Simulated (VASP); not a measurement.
# ZnCd2Se3 (an interface model) in VASP: single point with PBEsol

Aim: the single point of ZnCd2Se3 (an interface model) with PBEsol.

Program: VASP 6.6.1. These are calculated values, not measurements. Logs are shortened: lines on timing, memory, paths and dates and some standing lists are left out, and cuts for length are marked.

## 1. The cell of the first run

The cell holds layers of an interface, 12 atoms: a = 3.983 Å, b = 3.983 Å, c = 18.463 Å, α = 90.00°, β = 90.00°, γ = 90.00°.

## 2. Single point, PBEsol

The input, INCAR:

```
SYSTEM = ZnCd2Se3
PREC = Accurate
ENCUT = 400
EDIFF = 1E-6
ISMEAR = -1
SIGMA = 0.05
LREAL = .False.
LASPH = .True.
NELM = 120
ALGO = Normal
ISIF = 2
LWAVE = .False.
LCHARG = .False.
GGA = PS
NBANDS = 66
GGA_COMPAT = .False.
```

The input, KPOINTS:

```
Automatic mesh
0
Gamma
  6 6 1
  0 0 0
```

The input, POSCAR:

```
ZnCd2Se3
1.0
    2.8166860000      2.8166860000      0.0000000000
   -2.8166860000      2.8166860000      0.0000000000
    0.0000000000      0.0000000000     18.4633140000
Cd Zn Se
4 2 6
Direct
    0.0000000000      0.0000000000      0.0000000000
    0.0000000000      0.0000000000      0.3474440000
    0.5000000000      0.5000000000      0.1737220000
    0.5000000000      0.5000000000      0.5211660000
    0.0000000000      0.0000000000      0.6948880000
    0.5000000000      0.5000000000      0.8474440000
    0.5000000000      0.0000000000      0.0868610000
    0.5000000000      0.0000000000      0.4343050000
    0.5000000000      0.0000000000      0.7711660000
    0.0000000000      0.5000000000      0.2605830000
    0.0000000000      0.5000000000      0.6080270000
    0.0000000000      0.5000000000      0.9237220000
```

Potentials or basis: VASP PAW PBE potentials, release 64 (Cd, Zn, Se).

Command:

```bash
> cat potpaw_PBE.64/Cd/POTCAR potpaw_PBE.64/Zn/POTCAR potpaw_PBE.64/Se/POTCAR > POTCAR
> mpirun -np 1 vasp_std > vasp.out
```

OUTCAR:

```text
SYSTEM = ZnCd2Se3
   PREC = Accurate
   ENCUT = 400
   EDIFF = 1E-6
   ISMEAR = -1
   LREAL = .False.
   LASPH = .True.
   NELM = 120
   ISIF = 2
   GGA = PS

 ion  position               nearest neighbor table
   1  0.000  0.000  0.000-  12 2.44  12 2.44   7 2.56   7 2.56
   2  0.000  0.000  0.347-   8 2.56   8 2.56  10 2.56  10 2.56
   3  0.500  0.500  0.174-   7 2.56  10 2.56   7 2.56  10 2.56
   4  0.500  0.500  0.521-   8 2.56  11 2.56   8 2.56  11 2.56
   5  0.000  0.000  0.695-   9 2.44   9 2.44  11 2.56  11 2.56
   6  0.500  0.500  0.847-  12 2.44  12 2.44   9 2.44   9 2.44
   7  0.500  0.000  0.087-   1 2.56   3 2.56   3 2.56   1 2.56
   8  0.500  0.000  0.434-   2 2.56   4 2.56   4 2.56   2 2.56
   9  0.500  0.000  0.771-   5 2.44   6 2.44   6 2.44   5 2.44
  10  0.000  0.500  0.261-   3 2.56   3 2.56   2 2.56   2 2.56
  11  0.000  0.500  0.608-   4 2.56   5 2.56   5 2.56   4 2.56
  12  0.000  0.500  0.924-   6 2.44   6 2.44   1 2.44   1 2.44

  LATTYP: Found a simple tetragonal cell.
 ALAT       =     3.9833955421
 C/A-ratio  =     4.6350692028

  Lattice vectors:

 A1 = (   2.8166860000,   2.8166860000,   0.0000000000)
 A2 = (  -2.8166860000,   2.8166860000,   0.0000000000)
 A3 = (   0.0000000000,   0.0000000000,  18.4633140000)

Analysis of symmetry for initial positions (statically):
=====================================================================
 Subroutine PRICEL returns:
 Original cell was already a primitive cell.

 Routine SETGRP: Setting up the symmetry group for a
 simple tetragonal supercell.

 Subroutine GETGRP returns: Found  4 space group operations
 (whereof  4 operations were pure point group operations)
 out of a pool of 16 trial point group operations.

The static configuration has the point symmetry C_2v.

Analysis of symmetry for dynamics (positions and initial velocities):
=====================================================================
 Subroutine PRICEL returns:
 Original cell was already a primitive cell.

 Routine SETGRP: Setting up the symmetry group for a
 simple tetragonal supercell.

 Subroutine GETGRP returns: Found  4 space group operations
 (whereof  4 operations were pure point group operations)
 out of a pool of 16 trial point group operations.

The dynamic configuration has the point symmetry C_2v.

[... 115 lines left out ...]
   ISIF   =      2    stress and relaxation
   ISYM   =      2    0-nonsym 1-usesym 2-fastsym
   POTIM  = 0.5000    time-step for ionic-motion
   TEBEG  =    0.0;   TEEND  =   0.0 temperature during run
   PSTRESS=    0.0 pullay stress
   NELECT =     108.0000    total number of electrons
   NUPDOWN=      -1.0000    fix difference up-down
   EMIN   =  10.00;   EMAX   =-10.00  energy-range for DOS
   EFERMI =   0.00;   METHOD = LEGACY
   ISMEAR =    -1;   SIGMA  =   0.05  broadening in eV -4-tet -1-fermi 0-gaus
   EFERMI_NEDOS =   21; number of points for ismear=-14 and -15
   IALGO  =     38    algorithm
   IMIX   =      4    mixing-type and parameters
     AMIX     =   0.40;   BMIX     =  1.00
     AMIX_MAG =   1.60;   BMIX_MAG =  1.00
  volume/ion in A,a.u.               =      24.41       164.75
  Fermi-wavevector in a.u.,A,eV,Ry     =   1.173845  2.218244 18.747617  1.377911
  Thomas-Fermi vector in A             =   2.310251
   LORBIT       =      0    0 simple, 1 ext, 2 COOP (PROOUT), +10 PAW based schemes
   GGA     = PS    functional components
   LHFCALC =     F    Hartree Fock is set to
   AEXX    =    0.0000 exact exchange contribution
   IVDW    =     0    specifies the selected vdW correction
   LEPSILON=     F    determine dielectric tensor
   LRPA    =     F    only Hartree local field effects (RPA)
 non-spin polarized calculation
  energy-cutoff  :      400.00
  volume of cell :      292.97
 maximum number of plane-waves:      5381
 NGX is ok and might be reduce to    28
   NGX = 13   NGY = 13   NGZ = 61

 number of electron     108.0000022 magnetization

 Free energy of the ion-electron system (eV)
  ---------------------------------------------------
  ext. energy  EPLUGINS =         0.00000000
  ---------------------------------------------------
  free energy    TOTEN  =       -37.35025133 eV

  energy without entropy =      -37.35008474  energy(sigma->0) =      -37.35016803

 E-fermi :   2.1821     XC(G=0):  -9.5866

 val. band max:        1.8483159777   @ k =   0.0000   0.0000   0.0000
 cond. band min:       2.4569479323   @ k =   0.0000   0.0000   0.0000
 fundamental gap:      0.6086319547
 Fermi energy:         2.1821188242

 k-point     1 :       0.0000    0.0000    0.0000
  band No.  band energies     occupation
      1     -11.9808      2.00000
      2     -11.4533      2.00000
      3     -11.3504      2.00000
      4     -11.1308      2.00000
      5     -10.9712      2.00000
      6     -10.7788      2.00000
[... 1093 lines left out ...]
     65       6.1427      0.00000
     66       6.3116      0.00000

------------------------ aborting loop because EDIFF is reached ----------------------------------------

  FORCE on cell =-STRESS in cart. coord.  units (eV):
  Direction    XX          YY          ZZ          XY          YZ          ZX
  --------------------------------------------------------------------------------------
  -------------------------------------------------------------------------------------
  Total        9.7152827      9.7152827      6.2137301     -0.9847162      0.0000000      0.0000000
  in kB       53.1311852     53.1311852     33.9818050     -5.3852411      0.0000000      0.0000000
  external PRESSURE =      46.7480585 kB  Pullay stress =       0.0000000 kB

 VOLUME and BASIS-vectors are now :
 -----------------------------------------------------------------------------
  energy-cutoff  :      400.00
  volume of cell :      292.97
      direct lattice vectors                 reciprocal lattice vectors
     2.816686000  2.816686000  0.000000000     0.177513574  0.177513574  0.000000000
    -2.816686000  2.816686000  0.000000000    -0.177513574  0.177513574  0.000000000
     0.000000000  0.000000000 18.463314000     0.000000000  0.000000000  0.054161458

 POSITION                                       TOTAL-FORCE (eV/Angst)
 -----------------------------------------------------------------------------------
      0.00000      0.00000      0.00000        -0.000000     -0.000000      1.207835
      0.00000      0.00000      6.41497        -0.000000     -0.000000      0.002980
      0.00000      2.81669      3.20748        -0.000000     -0.000000      0.002661
      0.00000      2.81669      9.62245         0.000000      0.000000      0.057629
      0.00000      0.00000     12.82994        -0.000000     -0.000000     -0.789244
      0.00000      2.81669     15.64662        -0.000000     -0.000000     -0.060329
      1.40834      1.40834      1.60374        -0.000000     -0.000000      0.121388
      1.40834      1.40834      8.01871        -0.000000     -0.000000     -0.000807
      1.40834      1.40834     14.23828        -0.000000     -0.000000     -0.122115
     -1.40834      1.40834      4.81123         0.000000      0.000000     -0.000922
     -1.40834      1.40834     11.22619         0.000000      0.000000      1.330411
     -1.40834      1.40834     17.05497        -0.000000     -0.000000     -1.749486
 -----------------------------------------------------------------------------------
    total drift:                               -0.000000      0.000000      0.001653

  FREE ENERGIE OF THE ION-ELECTRON SYSTEM (eV)
  ---------------------------------------------------
  free  energy   TOTEN  =       -37.3502513282 eV

  energy  without entropy=      -37.3500847412  energy(sigma->0) =      -37.35016803
```

OSZICAR:

```text
N       E                     dE             d eps       ncg     rms          rms(c)
DAV:   1     0.815801968914E+03    0.81580E+03   -0.43004E+04  2112   0.135E+03
DAV:   2     0.476954972160E+02   -0.76811E+03   -0.73622E+03  2192   0.367E+02
DAV:   3    -0.366202489065E+02   -0.84316E+02   -0.82977E+02  2356   0.123E+02
DAV:   4    -0.395217286380E+02   -0.29015E+01   -0.28857E+01  2438   0.227E+01
DAV:   5    -0.395564337911E+02   -0.34705E-01   -0.34670E-01  2438   0.246E+00    0.169E+01
DAV:   6    -0.374250369021E+02    0.21314E+01   -0.46784E+00  2692   0.275E+01    0.125E+01
DAV:   7    -0.374518450137E+02   -0.26808E-01   -0.44470E+00  2410   0.843E+00    0.366E+00
DAV:   8    -0.373564270418E+02    0.95418E-01   -0.51237E-01  2306   0.491E+00    0.127E+00
DAV:   9    -0.373503490986E+02    0.60779E-02   -0.67529E-02  2372   0.103E+00    0.311E-01
DAV:  10    -0.373501098915E+02    0.23921E-03   -0.36092E-03  2476   0.261E-01    0.129E-01
DAV:  11    -0.373502111346E+02   -0.10124E-03   -0.32330E-04  2588   0.158E-01    0.521E-02
DAV:  12    -0.373502525852E+02   -0.41451E-04   -0.10420E-04  2312   0.762E-02    0.158E-02
DAV:  13    -0.373502498390E+02    0.27462E-05   -0.23033E-05  2570   0.385E-02    0.682E-03
DAV:  14    -0.373502512061E+02   -0.13671E-05   -0.44232E-06  1938   0.116E-02    0.276E-03
DAV:  15    -0.373502513282E+02   -0.12202E-06   -0.67299E-07  1410   0.734E-03
   1 F= -.37350251E+02 E0= -.37350168E+02  d E =-.166587E-03
```

stdout:

```text
POSCAR found type information on POSCAR CdZnSe
 POSCAR found :  3 types and      12 ions
 scaLAPACK will be used
 -----------------------------------------------------------------------------
|                                                                             |
|                                                                             |
|     You enforced a specific xc type in the INCAR file but a different       |
|     I HOPE YOU KNOW WHAT YOU ARE DOING!                                     |
|                                                                             |
 -----------------------------------------------------------------------------

 LDA part: xc-table for (Slater+PW92), standard interpolation
 POSCAR, INCAR and KPOINTS ok, starting setup
 FFT: planning ... GRIDC
 FFT: planning ... GRID_SOFT
 FFT: planning ... GRID
 WAVECAR not read
 entering main loop
```

Wall time 5.5 min (1 thread of Oxide Virtual Turin-like, shared host); peak memory 0.36 GiB.

Results:

- Free energy: -37.3503 eV
- Pressure: 4.7 GPa
- Largest force: 1.749 eV/Å
- Band gap on the k mesh: 0.61 eV

Forces on the atoms (eV/Å):
```
Cd   0.000  0.000  1.208
Cd   0.000  0.000  0.003
Cd   0.000  0.000  0.003
Cd   0.000  0.000  0.058
Zn   0.000  0.000 -0.789
Zn   0.000  0.000 -0.060
Se   0.000  0.000  0.121
Se   0.000  0.000 -0.001
Se   0.000  0.000 -0.122
Se   0.000  0.000 -0.001
Se   0.000  0.000  1.330
Se   0.000  0.000 -1.749
```

Stress tensor (GPa, compression positive):
```
 5.31 -0.54  0.00
-0.54  5.31  0.00
 0.00  0.00  3.40
```

Caveat: semilocal functionals underestimate gaps, and a narrow one can read as zero; the PAW data sets were made with another functional, which shifts forces and pressure a little.
